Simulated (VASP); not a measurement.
# BaTiO3 (Amm2) in VASP: single point with PBE

Aim: the single point of BaTiO3 with PBE.

Program: VASP 6.6.1. These are calculated values, not measurements. Logs are shortened: lines on timing, memory, paths and dates and some standing lists are left out, and cuts for length are marked.

## Step 1: The cell of the first run

The structure is orthorhombic, space group Amm2 (No. 38). Conventional cell: a = 3.973 Å, b = 5.782 Å, c = 5.833 Å, α = 90.00°, β = 90.00°, γ = 90.00°. Ba (site symmetry mm2) has 12 O at 2.77 to 3.06 Å and 8 Ti at 3.45 to 3.61 Å within 3.7 Å. Ti (site symmetry mm2) has 6 O at 1.85 to 2.27 Å within 2.4 Å. O (site symmetry m) has 2 Ti at 1.85 to 2.27 Å within 2.4 Å. Within 2.9 Å of O (site symmetry mm2) lie 2 Ti at 2.00 Å and 3 Ba at 2.77 to 2.89 Å and 8 O at 2.82 to 2.89 Å.

## Step 2: Single point, PBE

Contents of INCAR:

```
SYSTEM = BaTiO3
PREC = Accurate
ENCUT = 520
EDIFF = 1E-7
ISMEAR = 0
SIGMA = 0.02
LREAL = .False.
LASPH = .True.
NELM = 80
ALGO = Normal
ISIF = 2
LWAVE = .False.
LCHARG = .False.
GGA = PE
NBANDS = 28
```

Contents of KPOINTS:

```
Automatic mesh
0
Gamma
  8 8 8
  0 0 0
```

Contents of POSCAR:

```
BaTiO3
1.0
    3.9725604391      0.0000000000      0.0000000000
    0.0000000000      2.8907510543      2.9162689193
    0.0000000000     -2.8907510543      2.9162689193
Ba Ti O
1 1 3
Direct
    0.0000000000      0.0083562471      0.0083562471
    0.5000000000      0.5245582843      0.5245582843
    0.5000000000      0.9730483253      0.4899543862
    0.5000000000      0.4899543862      0.9730483253
    0.0000000000      0.4839837572      0.4839837572
```

Potentials or basis: VASP PAW PBE potentials, release 64 (Ba_sv, Ti_sv, O).

The run is started by

```bash
cat potpaw_PBE.64/Ba_sv/POTCAR potpaw_PBE.64/Ti_sv/POTCAR potpaw_PBE.64/O/POTCAR > POTCAR
mpirun -np 1 vasp_std > vasp.out
```

OUTCAR:

```text
SYSTEM = BaTiO3
   PREC = Accurate
   ENCUT = 520
   EDIFF = 1E-7
   ISMEAR = 0
   LREAL = .False.
   LASPH = .True.
   NELM = 80
   ISIF = 2
   GGA = PE

 ion  position               nearest neighbor table
   1  0.000  0.008  0.008-   5 2.77   4 2.81   3 2.81   3 2.81   4 2.81   5 2.89   5 2.89   4 2.92
                             3 2.92   3 2.92   4 2.92   5 3.06   2 3.45   2 3.45   2 3.51   2 3.51
   2  0.500  0.525  0.525-   3 1.85   4 1.85   5 2.00   5 2.00   3 2.27   4 2.27   1 3.45   1 3.45
                             1 3.51   1 3.51   1 3.51   1 3.51   1 3.61   1 3.61
   3  0.500  0.973  0.490-   2 1.85   2 2.27   1 2.81   1 2.81   1 2.92   1 2.92
   4  0.500  0.490  0.973-   2 1.85   2 2.27   1 2.81   1 2.81   1 2.92   1 2.92
   5  0.000  0.484  0.484-   2 2.00   2 2.00   1 2.77   1 2.89   1 2.89   1 3.06

  LATTYP: Found a base centered orthorhombic cell.
 ALAT       =     5.7815021086
 B/A-ratio  =     1.0088274170
 C/A-ratio  =     0.6871156257

  Lattice vectors:

 A1 = (   0.0000000000,   2.8907510543,  -2.9162689193)
 A2 = (   0.0000000000,   2.8907510543,   2.9162689193)
 A3 = (   3.9725604391,   0.0000000000,   0.0000000000)

Analysis of symmetry for initial positions (statically):
=====================================================================
 Subroutine PRICEL returns:
 Original cell was already a primitive cell.

 Routine SETGRP: Setting up the symmetry group for a
 base centered orthorhombic supercell.

 Subroutine GETGRP returns: Found  4 space group operations
 (whereof  4 operations were pure point group operations)
 out of a pool of  8 trial point group operations.

The static configuration has the point symmetry C_2v.

Analysis of symmetry for dynamics (positions and initial velocities):
=====================================================================
 Subroutine PRICEL returns:
 Original cell was already a primitive cell.

 Routine SETGRP: Setting up the symmetry group for a
 base centered orthorhombic supercell.

 Subroutine GETGRP returns: Found  4 space group operations
 (whereof  4 operations were pure point group operations)
 out of a pool of  8 trial point group operations.

The dynamic configuration has the point symmetry C_2v.

 Subroutine INISYM returns: Found  4 space group operations
 (whereof  4 operations are pure point group operations),
 and found     1 'primitive' translations

----------------------------------------------------------------------------------------

                                     Primitive cell

  volume of cell :      66.9790

  direct lattice vectors                    reciprocal lattice vectors
     3.972560439  0.000000000  0.000000000     0.251726818  0.000000000  0.000000000
     0.000000000  2.890751054  2.916268919     0.000000000  0.172965430  0.171451952
     0.000000000 -2.890751054  2.916268919     0.000000000 -0.172965430  0.171451952

  length of vectors
     3.972560439  4.106222847  4.106222847     0.251726818  0.243542218  0.243542218

  position of ions in fractional coordinates (direct lattice)
     0.000000000  0.008356247  0.008356247
     0.500000000  0.524558284  0.524558284
     0.500000000  0.973048325  0.489954386
     0.500000000  0.489954386  0.973048325
     0.000000000  0.483983757  0.483983757

  ion indices of the primitive-cell ions
   primitive index   ion index
                 1           1
                 2           2
                 3           3
                 4           4
                 5           5

----------------------------------------------------------------------------------------

 KPOINTS: Automatic mesh

Automatic generation of k-mesh.
 Grid dimensions read from file:
 generate k-points for:    8    8    8

 Generating k-lattice:

  Cartesian coordinates                     Fractional coordinates (reciprocal lattice)
     0.031465852  0.000000000  0.000000000     0.125000000  0.000000000  0.000000000
     0.000000000  0.021620679  0.021431494     0.000000000  0.125000000 -0.000000000
     0.000000000 -0.021620679  0.021431494     0.000000000 -0.000000000  0.125000000

  Length of vectors
     0.031465852  0.030442777  0.030442777

  Shift w.r.t. Gamma in fractional coordinates (k-lattice)
     0.000000000  0.000000000  0.000000000

 Subroutine IBZKPT returns following result:
 ===========================================

 Found    105 irreducible k-points:

 Following reciprocal coordinates:
            Coordinates               Weight
  0.000000  0.000000  0.000000      1.000000
  0.125000  0.000000  0.000000      2.000000
  0.250000  0.000000  0.000000      2.000000
  0.375000  0.000000  0.000000      2.000000
  0.500000  0.000000  0.000000      1.000000
  0.000000  0.125000  0.000000      4.000000
[... 16 lines left out ...]
  0.250000  0.500000  0.000000      4.000000
  0.375000  0.500000  0.000000      4.000000
 [... further k-points ...]
   k-points           NKPTS =    105   k-points in BZ     NKDIM =    105   number of bands    NBANDS=     28
   number of dos      NEDOS =    301   number of ions     NIONS =      5
   total plane-waves  NPLWV =  30720
   dimension x,y,z NGX =    30 NGY =   32 NGZ =   32
   dimension x,y,z NGXF=    60 NGYF=   64 NGZF=   64
   ions per type =               1   1   3
   NGX,Y,Z   is equivalent  to a cutoff of  12.55, 12.96, 12.96 a.u.
   NGXF,Y,Z  is equivalent  to a cutoff of  25.11, 25.91, 25.91 a.u.
 SYSTEM =  BaTiO3
   PREC   = accura    normal or accurate (medium, high low for compatibility)
   ISTART =      0    job   : 0-new  1-cont  2-samecut
   ICHARG =      2    charge: 1-file 2-atom 10-const
   ISPIN  =      1    spin polarized calculation?
   LNONCOLLINEAR =      F non collinear calculations
   LSORBIT =      F    spin-orbit coupling
   LASPH  =      T    aspherical Exc in radial PAW
   ENCUT  =  520.0 eV  38.22 Ry    6.18 a.u.   7.39  7.63  7.63*2*pi/ulx,y,z
   NELM   =     80;   NELMIN=  2; NELMDL= -5     # of ELM steps
   EDIFF  = 0.1E-06   stopping-criterion for ELM
   LREAL  =      F    real-space projection
   EDIFFG = 0.1E-05   stopping-criterion for IOM
   NSW    =      0    number of steps for IOM
   IBRION =     -1    ionic relax: 0-MD 1-quasi-New 2-CG
   NFREE  =      0    steps in history (QN), initial steepest desc. (CG)
   ISIF   =      2    stress and relaxation
   ISYM   =      2    0-nonsym 1-usesym 2-fastsym
   POTIM  = 0.5000    time-step for ionic-motion
   TEBEG  =    0.0;   TEEND  =   0.0 temperature during run
   PSTRESS=    0.0 pullay stress
   NELECT =      40.0000    total number of electrons
   NUPDOWN=      -1.0000    fix difference up-down
   EMIN   =  10.00;   EMAX   =-10.00  energy-range for DOS
   EFERMI =   0.00;   METHOD = LEGACY
   ISMEAR =     0;   SIGMA  =   0.02  broadening in eV -4-tet -1-fermi 0-gaus
   EFERMI_NEDOS =   21; number of points for ismear=-14 and -15
   IALGO  =     38    algorithm
   IMIX   =      4    mixing-type and parameters
     AMIX     =   0.40;   BMIX     =  1.00
     AMIX_MAG =   1.60;   BMIX_MAG =  1.00
  volume/ion in A,a.u.               =      13.40        90.40
  Fermi-wavevector in a.u.,A,eV,Ry     =   1.378633  2.605238 25.859615  1.900628
  Thomas-Fermi vector in A             =   2.503676
   LORBIT       =      0    0 simple, 1 ext, 2 COOP (PROOUT), +10 PAW based schemes
   GGA     = PE    functional components
   LHFCALC =     F    Hartree Fock is set to
   AEXX    =    0.0000 exact exchange contribution
   IVDW    =     0    specifies the selected vdW correction
   LEPSILON=     F    determine dielectric tensor
   LRPA    =     F    only Hartree local field effects (RPA)
 non-spin polarized calculation
 Gauss-broadening in eV      SIGMA  =   0.02
  energy-cutoff  :      520.00
  volume of cell :       66.98
 maximum number of plane-waves:      1823
 NGX is ok and might be reduce to    30
   NGX = 15   NGY = 15   NGZ = 15

 number of electron      39.9999988 magnetization

 Free energy of the ion-electron system (eV)
  ---------------------------------------------------
  ext. energy  EPLUGINS =         0.00000000
  ---------------------------------------------------
  free energy    TOTEN  =       -40.05268060 eV

  energy without entropy =      -40.05268060  energy(sigma->0) =      -40.05268060

 E-fermi :   3.7676     XC(G=0): -11.0014

 val. band max:        3.5000033721   @ k =   0.5000   0.5000   0.5000
 cond. band min:       5.8490515598   @ k =   0.0000   0.0000   0.0000
 fundamental gap:      2.3490481877
 Fermi energy:         3.7675650767

 k-point     1 :       0.0000    0.0000    0.0000
  band No.  band energies     occupation
      1     -52.8753      2.00000
      2     -29.1577      2.00000
      3     -29.1561      2.00000
      4     -29.0716      2.00000
      5     -21.4839      2.00000
      6     -13.2836      2.00000
[... 20 lines left out ...]
     27       8.6740      0.00000
     28      10.3226      0.00000

 k-point     2 :       0.1250    0.0000    0.0000
  band No.  band energies     occupation
      1     -52.8751      2.00000
      2     -29.1574      2.00000
      3     -29.1558      2.00000
      4     -29.0798      2.00000
      5     -21.4681      2.00000
      6     -13.2850      2.00000
[... 20 lines left out ...]
     27       8.9596      0.00000
     28      10.7064      0.00000

 k-point     3 :       0.2500    0.0000    0.0000
  band No.  band energies     occupation
      1     -52.8747      2.00000
      2     -29.1566      2.00000
      3     -29.1551      2.00000
      4     -29.0993      2.00000
      5     -21.4295      2.00000
      6     -13.3287      2.00000
[... 20 lines left out ...]
     27       9.6416      0.00000
     28      11.6012      0.00000

 k-point     4 :       0.3750    0.0000    0.0000
  band No.  band energies     occupation
      1     -52.8743      2.00000
      2     -29.1558      2.00000
      3     -29.1543      2.00000
      4     -29.1188      2.00000
      5     -21.3901      2.00000
      6     -13.4121      2.00000
[... 20 lines left out ...]
     27      10.4548      0.00000
     28      11.5388      0.00000

 k-point     5 :       0.5000    0.0000    0.0000
  band No.  band energies     occupation
      1     -52.8742      2.00000
      2     -29.1554      2.00000
      3     -29.1540      2.00000
      4     -29.1269      2.00000
      5     -21.3736      2.00000
      6     -13.4536      2.00000
[... 20 lines left out ...]
     27      10.9321      0.00000
     28      11.5040      0.00000

 k-point     6 :       0.0000    0.1250    0.0000
  band No.  band energies     occupation
      1     -52.8752      2.00000
      2     -29.1627      2.00000
      3     -29.1566      2.00000
      4     -29.0714      2.00000
      5     -21.4715      2.00000
      6     -13.2874      2.00000
[... 463 lines left out ...]
      5     -21.3975      2.00000
      6     -13.4415      2.00000
[... 20 lines left out ...]
     27      10.7886      0.00000
     28      11.5630      0.00000

 k-point    22 :       0.1250    0.5000    0.0000
  band No.  band energies     occupation
      1     -52.8745      2.00000
      2     -29.1945      2.00000
      3     -29.1551      2.00000
      4     -29.0782      2.00000
      5     -21.3863      2.00000
      6     -13.3740      2.00000
[... 20 lines left out ...]
     27      11.0321      0.00000
     28      11.7630      0.00000

 k-point    23 :       0.2500    0.5000    0.0000
  band No.  band energies     occupation
      1     -52.8741      2.00000
      2     -29.1933      2.00000
      3     -29.1544      2.00000
      4     -29.0974      2.00000
      5     -21.3590      2.00000
      6     -13.2033      2.00000
[... 20 lines left out ...]
     27      11.6331      0.00000
     28      11.9396      0.00000

 k-point    24 :       0.3750    0.5000    0.0000
  band No.  band energies     occupation
      1     -52.8737      2.00000
      2     -29.1921      2.00000
      3     -29.1536      2.00000
      4     -29.1165      2.00000
      5     -21.3314      2.00000
      6     -13.0170      2.00000
[... 20 lines left out ...]
     27      11.3573      0.00000
     28      12.6581      0.00000

 [... further k-points ...]

------------------------ aborting loop because EDIFF is reached ----------------------------------------

  FORCE on cell =-STRESS in cart. coord.  units (eV):
  Direction    XX          YY          ZZ          XY          YZ          ZX
  --------------------------------------------------------------------------------------
  -------------------------------------------------------------------------------------
  Total        0.6277906      0.6782788      0.6453211      0.0000000      0.0000000      0.0000000
  in kB       15.0171199     16.2248262     15.4364586      0.0000000      0.0000000      0.0000000
  external PRESSURE =      15.5594682 kB  Pullay stress =       0.0000000 kB

 VOLUME and BASIS-vectors are now :
 -----------------------------------------------------------------------------
  energy-cutoff  :      520.00
  volume of cell :       66.98
      direct lattice vectors                 reciprocal lattice vectors
     3.972560439  0.000000000  0.000000000     0.251726818  0.000000000  0.000000000
     0.000000000  2.890751054  2.916268919     0.000000000  0.172965430  0.171451952
     0.000000000 -2.890751054  2.916268919     0.000000000 -0.172965430  0.171451952

 POSITION                                       TOTAL-FORCE (eV/Angst)
 -----------------------------------------------------------------------------------
      0.00000      0.00000      0.04874         0.000000      0.000000     -0.046453
      1.98628      0.00000      3.05951         0.000000      0.000000     -0.090060
      1.98628      1.39650      4.26651         0.000000      0.037439      0.057882
      1.98628     -1.39650      4.26651         0.000000     -0.037439      0.057882
      0.00000      0.00000      2.82285         0.000000      0.000000      0.020749
 -----------------------------------------------------------------------------------
    total drift:                                0.000000     -0.000000     -0.000243

  FREE ENERGIE OF THE ION-ELECTRON SYSTEM (eV)
  ---------------------------------------------------
  free  energy   TOTEN  =       -40.0526806005 eV

  energy  without entropy=      -40.0526806005  energy(sigma->0) =      -40.05268060
```

It took 4.3 min on 1 thread of Intel Xeon Platinum 8259CL at 2.50GHz (Skylake/Cascade Lake), shared host; peak memory 0.32 GiB.

What came out:

```
Free energy            : -40.0527 eV
Pressure               : 1.6 GPa
Largest force          : 0.090 eV/Å
Band gap on the k mesh : 2.35 eV (least direct gap 2.89 eV)
```

Forces in eV/Å, atoms in the order of the input:
```
Ba   0.000  0.000 -0.046
Ti   0.000  0.000 -0.090
O    0.000  0.037  0.058
O    0.000 -0.037  0.058
O    0.000  0.000  0.021
```

Levels at points of the mesh, in eV from the valence-band top:
```tsv
k point	band 18	band 19	band 20	band 21	band 22	band 23
(0.00, 0.00, 0.00)	-0.72	-0.63	-0.54	2.35	2.66	2.70
(0.50, 0.00, 0.00)	-1.46	-1.34	-1.20	2.77	3.61	3.89
(0.00, 0.50, 0.00)	-1.65	-1.06	-0.82	2.60	3.71	3.71
(0.50, 0.50, 0.00)	-0.99	-0.94	-0.08	3.74	3.77	4.09
(0.00, 0.50, 0.50)	-0.99	-0.87	-0.35	3.68	3.78	3.95
(0.50, 0.50, 0.50)	-0.27	-0.04	0.00	4.13	4.18	4.36
```

Caveat: spin-orbit coupling is left out, which moves the levels of the heavy elements.
